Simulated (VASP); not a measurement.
Write the native input for VASP 6.6.1 that does the following.

```yaml
Task: single point
Functional: PBE
Potentials_or_basis: VASP PAW PBE potentials, release 64 (Al, N)
Cutoff: 520 eV
k_mesh: 2 × 2 × 2, shifted
Occupations: fermi-dirac, width 0.0388 eV
Spin: no spin polarisation
Dipole_correction: no
Further_INCAR_settings: LREAL = Auto; ALGO = Normal; EDIFF = 1e-06; NBANDS = 46
```

The structure of AlN lies in POSCAR:

```
AlN
1.0
   -4.3824988109      4.3824988109      0.0000000000
   -4.3824988109      0.0000000000      4.3824988109
    0.0000000000      4.3824988109      4.3824988109
Al N
8 8
Direct
    0.0126535117     -0.0027153459     -0.0060157461
    0.5241798342     -0.0022401603     -0.0022768974
   -0.0075330311      0.4905241491     -0.0066061627
   -0.0014009131     -0.0040612675      0.5005551843
    0.4711857525      0.5201920407      0.0012958361
    0.5123089810     -0.0013221909      0.5094240971
   -0.0016167717      0.4911505041      0.4922498769
    0.4952034430      0.5016424635      0.5114708747
    0.6270491148      0.6312163721      0.1179546241
    0.0993816585      0.6310007417      0.1231203985
    0.6287273811      0.1445593090      0.1282359732
    0.6192294892      0.6183557867      0.6385638926
    0.1329772181      0.1139221074      0.1289496071
    0.1219482362      0.6254053037      0.6165735843
    0.6207668541      0.1302254774      0.6339228189
    0.1403257654      0.1184713385      0.6124917806
```

This cell differs from its parent crystal: dynamics (nvt nose hoover) at 450 K, volume x 1.01, from the last frame before.

One way to write it, as run:

INCAR

```
ALGO = Normal
EDIFF = 1E-6
ENCUT = 520
GGA = PE
ISIF = 2
ISMEAR = -1
LASPH = True
LCHARG = False
LREAL = Auto
LWAVE = False
NBANDS = 46
NELM = 80
PREC = Accurate
SIGMA = 0.0388
```

KPOINTS

```
Automatic mesh
0
Gamma
  2 2 2
  0.5 0.5 0.5
```

Potentials or basis: VASP PAW PBE potentials, release 64 (Al, N).

The run is started by

```console
$ cat potpaw_PBE.64/Al/POTCAR potpaw_PBE.64/N/POTCAR > POTCAR
$ mpirun -np 1 vasp_std > vasp.out
```

It gave:

* Pressure: 2.8 GPa
* Largest force: 1.939 eV/Å
* Band gap on the k mesh: 3.79 eV

Caveat: the k points lie up to 0.62 Å⁻¹ apart; the atoms stand as in a frame of molecular dynamics; a shifted mesh leaves out Γ, where band edges can lie; forces of over 1 eV/Å act on the atoms, so gaps and moduli don't describe the material at rest.

Run time: 3.5 min on 1 thread of Intel(R) Xeon(R) Platinum 8488C (Sapphire Rapids), with other jobs on the host, peak memory 0.34 GiB.
